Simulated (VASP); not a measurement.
## Ga: single point with LDA

The system is Ga.

```
Ga
1.0
     0.00000    2.04824    2.04824
     2.04824    0.00000    2.04824
     2.04824    2.04824    0.00000
Ga
1
Direct
  0.00000 0.00000 0.00000
```

```
Program                : VASP 6.6.1
Task                   : single point
Functional             : LDA
Potentials or basis    : VASP PAW LDA potentials, release 64 (Ga_d)
Cutoff                 : 520 eV
k mesh                 : 22 × 22 × 22
Occupations            : fermi-dirac, width 0.1 eV
Spin                   : no spin polarisation
Dipole correction      : no
Further INCAR settings : ALGO = Normal; EDIFF = 1e-07; NBANDS = 12
```

| Item | Value |
| --- | --- |
| Pressure | -0.1 GPa |

Levels at points of the mesh, in eV from the Fermi level:
```csv
k point,band 2,band 3,band 4,band 5,band 6,band 7,band 8,band 9,band 10,band 11
"(0.00, 0.00, 0.00)",-15.12,-15.12,-14.97,-14.97,-11.83,13.08,13.08,13.08,16.46,16.95
"(0.50, 0.00, 0.00)",-15.12,-15.12,-14.84,-14.84,-5.13,-4.44,10.50,10.50,15.19,15.26
"(0.50, 0.50, 0.00)",-15.27,-14.85,-14.81,-14.81,-2.90,-2.27,5.13,5.13,8.78,9.11
```

Run time: 16 s on 1 thread of Intel(R) Xeon(R) 6975P-C (Granite Rapids) (shared host), peak memory 0.17 GiB.
